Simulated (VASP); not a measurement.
# Te2Mo (Fm-3m) in VASP: settings compared, part 2 of 2

VASP 6.6.1.

### 4 Single point, PBEsol, collinear spin

Contents of INCAR:

```
SYSTEM = Te2Mo
PREC = Accurate
ENCUT = 500
EDIFF = 1E-6
ISMEAR = -1
SIGMA = 0.02
LREAL = .False.
LASPH = .True.
NELM = 200
ALGO = Normal
ISIF = 2
LWAVE = .False.
LCHARG = .False.
ISPIN = 2
MAGMOM = 1.36 -0.01 -0.01
LORBIT = 11
LMAXMIX = 4
GGA = PS
NBANDS = 24
GGA_COMPAT = .False.
```

Contents of KPOINTS:

```
Automatic mesh
0
Gamma
  4 4 4
  0 0 0
```

Contents of POSCAR:

```
Te2Mo
1.0
    0.0000000000      3.3148317929      3.3148317929
    3.3148317929      0.0000000000      3.3148317929
    3.3148317929      3.3148317929      0.0000000000
Mo Te
1 2
Direct
    0.0000000000      0.0000000000      0.0000000000
    0.2500000000      0.2500000000      0.2500000000
    0.7500000000      0.7500000000      0.7500000000
```

Potentials or basis: VASP PAW PBE potentials, release 64 (Mo_sv, Te).

The run is started by

```sh
$ cat potpaw_PBE.64/Mo_sv/POTCAR potpaw_PBE.64/Te/POTCAR > POTCAR
$ mpirun -np 1 vasp_std > vasp.out
```

OUTCAR:

```text
SYSTEM = Te2Mo
   PREC = Accurate
   ENCUT = 500
   EDIFF = 1E-6
   ISMEAR = -1
   LREAL = .False.
   LASPH = .True.
   NELM = 200
   ISIF = 2
   ISPIN = 2
   LORBIT = 11
   GGA = PS

 ion  position               nearest neighbor table
   1  0.000  0.000  0.000-   2 2.87   3 2.87   3 2.87   3 2.87   3 2.87   2 2.87   2 2.87   2 2.87

   2  0.250  0.250  0.250-   1 2.87   1 2.87   1 2.87   1 2.87   3 3.31   3 3.31   3 3.31   3 3.31
                             3 3.31   3 3.31
   3  0.750  0.750  0.750-   1 2.87   1 2.87   1 2.87   1 2.87   2 3.31   2 3.31   2 3.31   2 3.31
                             2 3.31   2 3.31

  LATTYP: Found a face centered cubic cell.
 ALAT       =     6.6296635858

  Lattice vectors:

 A1 = (   0.0000000000,   3.3148317929,   3.3148317929)
 A2 = (   3.3148317929,   0.0000000000,   3.3148317929)
 A3 = (   3.3148317929,   3.3148317929,   0.0000000000)

Analysis of symmetry for initial positions (statically):
=====================================================================
[... 614 lines left out ...]

------------------------ aborting loop because EDIFF is reached ----------------------------------------

  FORCE on cell =-STRESS in cart. coord.  units (eV):
  Direction    XX          YY          ZZ          XY          YZ          ZX
  --------------------------------------------------------------------------------------
  -------------------------------------------------------------------------------------
  Total        0.4051285      0.4051285      0.4051285      0.0000000      0.0000000      0.0000000
  in kB        8.9102304      8.9102304      8.9102304      0.0000000      0.0000000      0.0000000
  external PRESSURE =       8.9102304 kB  Pullay stress =       0.0000000 kB

 VOLUME and BASIS-vectors are now :
 -----------------------------------------------------------------------------
  energy-cutoff  :      500.00
  volume of cell :       72.85
      direct lattice vectors                 reciprocal lattice vectors
     0.000000000  3.314831793  3.314831793    -0.150837216  0.150837216  0.150837216
     3.314831793  0.000000000  3.314831793     0.150837216 -0.150837216  0.150837216
     3.314831793  3.314831793  0.000000000     0.150837216  0.150837216 -0.150837216

 POSITION                                       TOTAL-FORCE (eV/Angst)
 -----------------------------------------------------------------------------------
      0.00000      0.00000      0.00000         0.000000     -0.000000      0.000000
      1.65742      1.65742      1.65742         0.000000      0.000000      0.000000
      4.97225      4.97225      4.97225        -0.000000     -0.000000     -0.000000
 -----------------------------------------------------------------------------------
    total drift:                               -0.000000      0.000000      0.000000

  FREE ENERGIE OF THE ION-ELECTRON SYSTEM (eV)
  ---------------------------------------------------
  free  energy   TOTEN  =       -18.2430012330 eV

  energy  without entropy=      -18.2405754803  energy(sigma->0) =      -18.24178836

 total charge

# of ion       s       p       d       tot
------------------------------------------
    1        2.243   6.114   3.962  12.320
    2        1.398   1.916   0.077   3.392
    3        1.398   1.916   0.077   3.392
--------------------------------------------------
tot          5.040   9.946   4.117  19.103

 magnetization (x)

# of ion       s       p       d       tot
------------------------------------------
    1        0.029   0.030   1.261   1.320
    2       -0.003  -0.023   0.010  -0.016
    3       -0.003  -0.023   0.010  -0.016
--------------------------------------------------
tot          0.023  -0.017   1.282   1.288
```

stdout:

```text
POSCAR found type information on POSCAR MoTe
 POSCAR found :  2 types and       3 ions
 scaLAPACK will be used
 -----------------------------------------------------------------------------
|                                                                             |
|                                                                             |
|     You enforced a specific xc type in the INCAR file but a different       |
|     I HOPE YOU KNOW WHAT YOU ARE DOING!                                     |
|                                                                             |
 -----------------------------------------------------------------------------

 LDA part: xc-table for (Slater+PW92), standard interpolation
 POSCAR, INCAR and KPOINTS ok, starting setup
 FFT: planning ... GRIDC
 FFT: planning ... GRID_SOFT
 FFT: planning ... GRID
 WAVECAR not read
 entering main loop
```

It took 29 s on 1 thread of Intel Xeon Platinum 8488C (Sapphire Rapids), shared host; peak memory 0.24 GiB.

Results:

```yaml
Free_energy: -18.2430 eV
Pressure: 0.9 GPa
Net_moment: 1.63 μB per cell
Site_moments: Mo +1.32; Te -0.02 μB
Valence_electrons_inside_the_program's_atomic_spheres: Mo 12.32; Te 3.39
```

Caveat: the k points lie up to 0.41 Å⁻¹ apart; the PAW data sets were made with another functional, which shifts forces and pressure a little; spin-orbit coupling is left out, which moves the levels of the heavy elements.

### 5 Single point, PBE-based screened hybrid with 30 % exact exchange

POSCAR is that of step 4.

Contents of INCAR.step1:

```
SYSTEM = Te2Mo
PREC     = Accurate       ! precision mode
ENCUT    = 400            ! plane-wave cutoff, eV
EDIFF    = 1E-5           ! SCF threshold, eV
ISMEAR   = -1             ! smearing method
SIGMA    = 0.02           ! smearing width, eV
LREAL    = .FALSE.        ! projectors in reciprocal space
LASPH    = .TRUE.         ! aspherical terms in the spheres
NELM     = 120            ! most SCF steps
ALGO     = Normal         ! electronic algorithm
ISIF     = 2              ! what is computed and relaxed
LWAVE    = .TRUE.         ! write WAVECAR
LCHARG   = .FALSE.        ! write CHGCAR
GGA      = PE             ! functional
NBANDS   = 20             ! bands
GGA_COMPAT= .FALSE.
```

Contents of INCAR.step2:

```
SYSTEM = Te2Mo
PREC     = Accurate       ! precision mode
ENCUT    = 400            ! plane-wave cutoff, eV
EDIFF    = 1E-6           ! SCF threshold, eV
ISMEAR   = -1             ! smearing method
SIGMA    = 0.02           ! smearing width, eV
LREAL    = .FALSE.        ! projectors in reciprocal space
LASPH    = .TRUE.         ! aspherical terms in the spheres
NELM     = 120            ! most SCF steps
ALGO     = Normal         ! electronic algorithm
ISIF     = 2              ! what is computed and relaxed
LWAVE    = .FALSE.        ! write WAVECAR
LCHARG   = .FALSE.        ! write CHGCAR
GGA      = PE             ! functional
LHFCALC  = .TRUE.         ! exact exchange
AEXX     = 0.3            ! exact-exchange fraction
HFSCREEN = 0.5            ! screening, 1/A
PRECFOCK = Normal       
ISTART   = 1            
NBANDS   = 20             ! bands
GGA_COMPAT= .FALSE.
```

Contents of KPOINTS:

```
regular mesh
0
G
  4 4 4
  0 0 0
```

The run is started by

```sh
$ cat potpaw_PBE.64/Mo_sv/POTCAR potpaw_PBE.64/Te/POTCAR > POTCAR
$ cp INCAR.step1 INCAR
$ mpirun -np 1 vasp_std > vasp.out
$ cp INCAR.step2 INCAR
$ mpirun -np 1 vasp_std > vasp.out
```

Run time: 13 min. Hardware: 1 thread of Intel Xeon Platinum 8488C (Sapphire Rapids), shared host; peak memory 0.29 GiB.

Results (log left out):

* Free energy: -18.5241 eV
* Pressure: -1.4 GPa
* Band gap on the k mesh: zero (bands 13 and 14 overlap by 0.77 eV)

Levels at points of the mesh, in eV from the Fermi level:
```
           k point  band 11  band 12  band 13  band 14  band 15  band 16
(0.00, 0.00, 0.00)    -0.75     0.34     0.34     0.34     3.78     3.78
(0.50, 0.00, 0.00)    -2.60    -2.29    -0.41    -0.41     1.64     3.68
(0.50, 0.50, 0.00)    -1.72    -0.82    -0.14     1.63     2.70     4.30
```

Caveat: the k points lie up to 0.41 Å⁻¹ apart, too coarse for converged energies and pressures of a metal; the PAW data sets were made with another functional, which shifts forces and pressure a little; spin-orbit coupling is left out, which moves the levels of the heavy elements.

### 6 The runs side by side

| level | spin | cutoff (eV) | smearing | grid for exact exchange (PRECFOCK) | share of exact exchange | screening parameter | gap on the mesh (eV) | pressure (GPa) |
| --- | --- | --- | --- | --- | --- | --- | --- | --- |
| PBEsol | off | 500 | tetrahedron | - | - | - | none | -2.4 |
| r2SCAN | off | 550 | fermi-dirac 0.02 eV | - | - | - | none | 1.3 |
| PBEsol | collinear | 500 | fermi-dirac 0.02 eV | - | - | - | none | 0.9 |
| PBE-based screened hybrid with 30 % exact exchange | off | 400 | fermi-dirac 0.02 eV | Normal | 0.3 | 0.5 1/Å | none | -1.4 |

Alike in all rows: task single point; potentials or basis VASP PAW PBE potentials, release 64 (Mo_sv, Te); cell as given; k mesh 4 × 4 × 4.

Caveats: all runs use coarse meshes; the PAW data sets were made with another functional, which shifts forces and pressure a little; spin-orbit coupling is left out, which moves the levels of the heavy elements.

Absolute energies hang on the potentials; compare differences alone.
